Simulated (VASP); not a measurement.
# Cr (I4/mmm) in VASP: single point with revPBE

Aim: the single point of Cr with revPBE.

Program: VASP 6.6.1. These are calculated values, not measurements. Logs are shortened: lines on timing, memory, paths and dates and some standing lists are left out, and cuts for length are marked.

**1. The cell of the first run**

The typed cell holds 2 atoms: a = 2.892 Å, b = 2.892 Å, c = 2.894 Å, α = 90.00°, β = 90.00°, γ = 90.00°.

**2. Single point, revPBE, collinear spin, antiferromagnetic start**

Input file INCAR:

```
SYSTEM = Cr
  PREC = Accurate
  ENCUT = 500
  EDIFF = 1E-6
  ISMEAR = -1
  SIGMA = 0.05
  LREAL = .FALSE.
  LASPH = .TRUE.
  NELM = 200
  ALGO = Normal
  ISIF = 2
  LWAVE = .FALSE.
  LCHARG = .TRUE.
  ISPIN = 2
  MAGMOM = 1.5 -1.5
  LORBIT = 11
  LMAXMIX = 4
  GGA = RE
  LELF = .TRUE.
  LVHAR = .TRUE.
  NBANDS = 23
  GGA_COMPAT = .FALSE.
```

Input file KPOINTS:

```
regular mesh
0
G
  12 12 9
  0 0 0
```

Input file POSCAR:

```
Cr
1.0
    2.8922324748      0.0000000000      0.0000000000
    0.0000000000      2.8922324748      0.0000000000
    0.0000000000      0.0000000000      2.8938322577
Cr
2
Direct
    0.0000000000      0.0000000000      0.0000000000
    0.5000000000      0.5000000000      0.5000000000
```

Potentials or basis: VASP PAW PBE potentials, release 64 (Cr_pv).

Command:

```sh
$ cat potpaw_PBE.64/Cr_pv/POTCAR > POTCAR
$ mpirun -np 1 vasp_std > vasp.out
```

OUTCAR:

```text
SYSTEM = Cr
   PREC = Accurate
   ENCUT = 500
   EDIFF = 1E-6
   ISMEAR = -1
   LREAL = .FALSE.
   LASPH = .TRUE.
   NELM = 200
   ISIF = 2
   ISPIN = 2
   LORBIT = 11
   GGA = RE

 ion  position               nearest neighbor table
   1  0.000  0.000  0.000-   2 2.51   2 2.51   2 2.51   2 2.51   2 2.51   2 2.51   2 2.51   2 2.51

   2  0.500  0.500  0.500-   1 2.51   1 2.51   1 2.51   1 2.51   1 2.51   1 2.51   1 2.51   1 2.51

  LATTYP: Found a simple tetragonal cell.
 ALAT       =     2.8922324748
 C/A-ratio  =     1.0005531308

  Lattice vectors:

 A1 = (   2.8922324748,   0.0000000000,   0.0000000000)
 A2 = (   0.0000000000,   2.8922324748,   0.0000000000)
 A3 = (   0.0000000000,   0.0000000000,   2.8938322577)

Analysis of symmetry for initial positions (statically):
=====================================================================
 Subroutine PRICEL returns following result:

  LATTYP: Found a body centered tetragonal cell.
 ALAT       =     2.8922324748
 C/A-ratio  =     1.0005531308

  Lattice vectors:

 A1 = (  -1.4461162374,  -1.4461162374,  -1.4469161288)
 A2 = (   1.4461162374,   1.4461162374,  -1.4469161289)
 A3 = (   1.4461162374,  -1.4461162374,   1.4469161288)

   2 primitive cells build up your supercell.

 Routine SETGRP: Setting up the symmetry group for a
 simple tetragonal supercell.

 Subroutine GETGRP returns: Found 16 space group operations
 (whereof 16 operations were pure point group operations)
 out of a pool of 16 trial point group operations.

The static configuration has the point symmetry D_4h.

Analysis of symmetry for dynamics (positions and initial velocities):
=====================================================================
 Subroutine PRICEL returns following result:

  LATTYP: Found a body centered tetragonal cell.
 ALAT       =     2.8922324748
 C/A-ratio  =     1.0005531308

  Lattice vectors:

 A1 = (  -1.4461162374,  -1.4461162374,  -1.4469161288)
 A2 = (   1.4461162374,   1.4461162374,  -1.4469161289)
 A3 = (   1.4461162374,  -1.4461162374,   1.4469161288)

   2 primitive cells build up your supercell.

 Routine SETGRP: Setting up the symmetry group for a
 simple tetragonal supercell.

 Subroutine GETGRP returns: Found 16 space group operations
 (whereof 16 operations were pure point group operations)
 out of a pool of 16 trial point group operations.

The dynamic configuration has the point symmetry D_4h.

Analysis of structural, dynamic, and magnetic symmetry:
=====================================================================
 Subroutine PRICEL returns following result:

  LATTYP: Found a body centered tetragonal cell.
 ALAT       =     2.8922324748
 C/A-ratio  =     1.0005531308

  Lattice vectors:

 A1 = (  -1.4461162374,  -1.4461162374,  -1.4469161288)
 A2 = (   1.4461162374,   1.4461162374,  -1.4469161289)
 A3 = (   1.4461162374,  -1.4461162374,   1.4469161288)

   2 primitive cells build up your supercell.

 Routine SETGRP: Setting up the symmetry group for a
 simple tetragonal supercell.

 Subroutine GETGRP returns: Found 16 space group operations
 (whereof 16 operations were pure point group operations)
 out of a pool of 16 trial point group operations.

The overall configuration has the point symmetry D_4h.

 Subroutine INISYM returns: Found 16 space group operations
 (whereof 16 operations are pure point group operations),
 and found     2 'primitive' translations

----------------------------------------------------------------------------------------

                                     Primitive cell

  volume of cell :      12.1035

  direct lattice vectors                    reciprocal lattice vectors
    -1.446116237 -1.446116237 -1.446916129     0.000000000 -0.345753673 -0.345562531
     1.446116237  1.446116237 -1.446916129     0.345753673  0.000000000 -0.345562531
     1.446116237 -1.446116237  1.446916129     0.345753673 -0.345753673  0.000000000

  length of vectors
     2.505208700  2.505208700  2.505208700     0.488834394  0.488834394  0.488969533

  position of ions in fractional coordinates (direct lattice)
     0.000000000  0.000000000  0.000000000

  ion indices of the primitive-cell ions
   primitive index   ion index
                 1           1

----------------------------------------------------------------------------------------

 KPOINTS: regular mesh

Automatic generation of k-mesh.
 Grid dimensions read from file:
 generate k-points for:   12   12    9

 Generating k-lattice:

  Cartesian coordinates                     Fractional coordinates (reciprocal lattice)
     0.028812806  0.000000000  0.000000000     0.083333333  0.000000000  0.000000000
     0.000000000  0.028812806  0.000000000     0.000000000  0.083333333  0.000000000
     0.000000000  0.000000000  0.038395837     0.000000000  0.000000000  0.111111111

  Length of vectors
     0.028812806  0.028812806  0.038395837

  Shift w.r.t. Gamma in fractional coordinates (k-lattice)
     0.000000000  0.000000000  0.000000000

 Subroutine IBZKPT returns following result:
 ===========================================

 Found    140 irreducible k-points:

 Following reciprocal coordinates:
            Coordinates               Weight
  0.000000  0.000000  0.000000      1.000000
  0.083333  0.000000  0.000000      4.000000
  0.166667  0.000000  0.000000      4.000000
  0.250000  0.000000  0.000000      4.000000
  0.333333  0.000000  0.000000      4.000000
  0.416667  0.000000  0.000000      4.000000
[... 16 lines left out ...]
  0.333333  0.333333  0.000000      4.000000
  0.416667  0.333333  0.000000      8.000000
 [... further k-points ...]
   k-points           NKPTS =    140   k-points in BZ     NKDIM =    140   number of bands    NBANDS=     23
   number of dos      NEDOS =    301   number of ions     NIONS =      2
   total plane-waves  NPLWV =  13824
   dimension x,y,z NGX =    24 NGY =   24 NGZ =   24
   dimension x,y,z NGXF=    48 NGYF=   48 NGZF=   48
   ions per type =               2
   NGX,Y,Z   is equivalent  to a cutoff of  13.80, 13.80, 13.79 a.u.
   NGXF,Y,Z  is equivalent  to a cutoff of  27.59, 27.59, 27.58 a.u.
 SYSTEM =  Cr
   PREC   = accura    normal or accurate (medium, high low for compatibility)
   ISTART =      0    job   : 0-new  1-cont  2-samecut
   ICHARG =      2    charge: 1-file 2-atom 10-const
   ISPIN  =      2    spin polarized calculation?
   LNONCOLLINEAR =      F non collinear calculations
   LSORBIT =      F    spin-orbit coupling
   LASPH  =      T    aspherical Exc in radial PAW
   ENCUT  =  500.0 eV  36.75 Ry    6.06 a.u.   5.27  5.27  5.28*2*pi/ulx,y,z
   NELM   =    200;   NELMIN=  2; NELMDL= -5     # of ELM steps
   EDIFF  = 0.1E-05   stopping-criterion for ELM
   LREAL  =      F    real-space projection
   EDIFFG = 0.1E-04   stopping-criterion for IOM
   NSW    =      0    number of steps for IOM
   IBRION =     -1    ionic relax: 0-MD 1-quasi-New 2-CG
   NFREE  =      0    steps in history (QN), initial steepest desc. (CG)
   ISIF   =      2    stress and relaxation
   ISYM   =      2    0-nonsym 1-usesym 2-fastsym
   POTIM  = 0.5000    time-step for ionic-motion
   TEBEG  =    0.0;   TEEND  =   0.0 temperature during run
   PSTRESS=    0.0 pullay stress
   NELECT =      24.0000    total number of electrons
   NUPDOWN=      -1.0000    fix difference up-down
   EMIN   =  10.00;   EMAX   =-10.00  energy-range for DOS
   EFERMI =   0.00;   METHOD = LEGACY
   ISMEAR =    -1;   SIGMA  =   0.05  broadening in eV -4-tet -1-fermi 0-gaus
   EFERMI_NEDOS =   21; number of points for ismear=-14 and -15
   IALGO  =     38    algorithm
   IMIX   =      4    mixing-type and parameters
     AMIX     =   0.40;   BMIX     =  1.00
     AMIX_MAG =   1.60;   BMIX_MAG =  1.00
  volume/ion in A,a.u.               =      12.10        81.68
  Fermi-wavevector in a.u.,A,eV,Ry     =   1.632420  3.084827 36.256753  2.664796
  Thomas-Fermi vector in A             =   2.724394
   LORBIT       =     11    0 simple, 1 ext, 2 COOP (PROOUT), +10 PAW based schemes
   GGA     = RE    functional components
   LHFCALC =     F    Hartree Fock is set to
   AEXX    =    0.0000 exact exchange contribution
   IVDW    =     0    specifies the selected vdW correction
   LEPSILON=     F    determine dielectric tensor
   LRPA    =     F    only Hartree local field effects (RPA)
 spin polarized calculation
  energy-cutoff  :      500.00
  volume of cell :       24.21
 maximum number of plane-waves:       630
 NGX is ok and might be reduce to    24
   NGX = 11   NGY = 11   NGZ = 11

 number of electron      23.9999986 magnetization      -0.0000000

 Free energy of the ion-electron system (eV)
  ---------------------------------------------------
  ext. energy  EPLUGINS =         0.00000000
  ---------------------------------------------------
  free energy    TOTEN  =       -18.26637519 eV

  energy without entropy =      -18.26192901  energy(sigma->0) =      -18.26415210

 E-fermi :  10.4178     XC(G=0): -13.2869

 val. band max:       10.4145323304   @ k =   0.0000   0.0000   0.4444
 cond. band min:      10.4251148851   @ k =   0.4167   0.0833   0.1111
 fundamental gap:      0.0105825547
 Fermi energy:        10.4178218788

 spin component 1

 k-point     1 :       0.0000    0.0000    0.0000
  band No.  band energies     occupation
      1     -33.2809      1.00000
      2     -33.2809      1.00000
      3     -33.2794      1.00000
      4     -31.7626      1.00000
      5     -31.7619      1.00000
      6     -31.7619      1.00000
[... 613 lines left out ...]
     22      22.2878      0.00000
     23      27.4778      0.00000

 [... further k-points ...]

 spin component 2

 k-point     1 :       0.0000    0.0000    0.0000
  band No.  band energies     occupation
      1     -33.2809      1.00000
      2     -33.2809      1.00000
      3     -33.2794      1.00000
      4     -31.7626      1.00000
      5     -31.7619      1.00000
      6     -31.7619      1.00000
[... 613 lines left out ...]
     22      22.2878      0.00000
     23      27.4778      0.00000

 [... further k-points ...]

------------------------ aborting loop because EDIFF is reached ----------------------------------------

  FORCE on cell =-STRESS in cart. coord.  units (eV):
  Direction    XX          YY          ZZ          XY          YZ          ZX
  --------------------------------------------------------------------------------------
  -------------------------------------------------------------------------------------
  Total       -0.0038343     -0.0038343     -0.0071310      0.0000000      0.0000000      0.0000000
  in kB       -0.2537824     -0.2537824     -0.4719746      0.0000000      0.0000000      0.0000000
  external PRESSURE =      -0.3265132 kB  Pullay stress =       0.0000000 kB

 VOLUME and BASIS-vectors are now :
 -----------------------------------------------------------------------------
  energy-cutoff  :      500.00
  volume of cell :       24.21
      direct lattice vectors                 reciprocal lattice vectors
     2.892232475  0.000000000  0.000000000     0.345753673  0.000000000  0.000000000
     0.000000000  2.892232475  0.000000000     0.000000000  0.345753673  0.000000000
     0.000000000  0.000000000  2.893832258     0.000000000  0.000000000  0.345562531

 POSITION                                       TOTAL-FORCE (eV/Angst)
 -----------------------------------------------------------------------------------
      0.00000      0.00000      0.00000         0.000000     -0.000000      0.000000
      1.44612      1.44612      1.44692        -0.000000      0.000000     -0.000000
 -----------------------------------------------------------------------------------
    total drift:                                0.000000      0.000000     -0.000000

  FREE ENERGIE OF THE ION-ELECTRON SYSTEM (eV)
  ---------------------------------------------------
  free  energy   TOTEN  =       -18.2663751883 eV

  energy  without entropy=      -18.2619290122  energy(sigma->0) =      -18.26415210

 total charge

# of ion       s       p       d       tot
------------------------------------------
    1        0.434   6.374   4.163  10.971
    2        0.434   6.374   4.163  10.971
--------------------------------------------------
tot          0.867  12.749   8.325  21.941

 magnetization (x)

# of ion       s       p       d       tot
------------------------------------------
    1        0.016   0.012   1.378   1.406
    2       -0.016  -0.012  -1.378  -1.406
--------------------------------------------------
tot          0.000   0.000   0.000   0.000
```

Wall time 46 s (1 thread of Intel Xeon 6975P-C (Granite Rapids), shared host); peak memory 0.22 GiB.

Results:

```
Free energy                                           : -18.2664 eV
Pressure                                              : 0.0 GPa
Band gap on the k mesh                                : zero (filled and empty bands overlap)
Net moment                                            : 0.00 μB per cell
Site moments                                          : Cr +1.41, -1.41 μB
Valence electrons inside the program's atomic spheres : Cr 10.97
```

Caveat: the PAW data sets were made with another functional, which shifts forces and pressure a little.
